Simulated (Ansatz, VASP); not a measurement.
**SiO2: VASP beside Ansatz**

```
Si O
1.0
    -2.38977    2.38977    3.76880
     2.38977   -2.38977    3.76880
     2.38977    2.38977   -3.76880
Si O
2 4
Direct
  0.00000 0.00000 0.00000
  0.75000 0.25000 0.50000
  0.99838 0.62500 0.87338
  0.37500 0.24838 0.37338
  0.75162 0.12500 0.12662
  0.87500 0.00162 0.62662
```

Change from the starting cell: volume scaled by 1.02.

Alike in both runs: task single point; functional PBEsol; k mesh 7 × 7 × 7; occupations fermi-dirac, width 0.03 eV; no spin polarisation.

```csv
,VASP,Ansatz
version,VASP 6.6.1,Ansatz 0.2.0
potentials or method,"VASP PAW PBE potentials, release 64 (Si, O), cutoff 520 eV","all-electron LAPW, scalar-relativistic"
```

Ansatz gave:

```
gap on the k mesh at the Fermi level (eV)                     : 5.85
pressure (GPa)                                                : -2.2
traceless stress, the component that is largest in VASP (GPa) : -1.43
rms of the force components (eV/Å)                            : 0.121
```

Problem. Which values does VASP return?

Solution. gap on the k mesh at the Fermi level (eV): 5.84; pressure (GPa): -1.6; traceless stress, the component that is largest in VASP (GPa): -1.36; rms of the force components (eV/Å): 0.105.

VASP's potentials were made for PBE, not for PBEsol. Atom by atom the forces differ by 0.016 eV/Å (rms over components). Ansatz ran all-electron here, and VASP with PAW potentials.
